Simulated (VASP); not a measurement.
A run of VASP 6.6.1 is set up as follows.

File INCAR:

```
SYSTEM = TiAl3
PREC = Accurate ; ENCUT = 600
EDIFF = 1E-7 ; ISMEAR = 0
SIGMA = 0.1 ; LREAL = .FALSE.
LASPH = .TRUE. ; NELM = 60
ALGO = Normal ; ISIF = 3
LWAVE = .FALSE. ; LCHARG = .FALSE.
GGA = PE ; IBRION = 2
NSW = 90 ; EDIFFG = -0.04
```

The input KPOINTS:

```
Automatic mesh
0
G
  6 6 4
  0 0 0
```

POSCAR

```
TiAl3
1.0
    3.7359286800      0.0000000000      0.0000000000
    0.0000000000      3.7359286800      0.0000000000
    0.0000000000      0.0000000000      4.7026464000
Ti Al
1 3
Direct
    0.5000000000      0.5000000000      0.9438219900
    0.5000000000      0.0000000000      0.3454438800
    0.0000000000      0.5000000000      0.3454438800
    0.5000000000      0.5000000000      0.4639863900
```

Potentials or basis: VASP PAW PBE potentials, release 64 (Ti_sv, Al).

The run is started by

```bash
$ cat potpaw_PBE.64/Ti_sv/POTCAR potpaw_PBE.64/Al/POTCAR > POTCAR
$ mpirun -np 1 vasp_std > vasp.out
```

(1) Predict the relaxed volume.

(2) Predict the space group after relaxing (to 0.05 Å).

(3) What does it give for the relaxed cell?

Results:

(1) 24.64 Å³/atom.

(2) P4mm (No. 99).

(3) a = 3.922 Å, b = 3.922 Å, c = 6.408 Å, α = 90.00°, β = 90.00°, γ = 90.00°.

Caveat: the volume moved by over 15 % at a fixed basis, so the end points are rough.
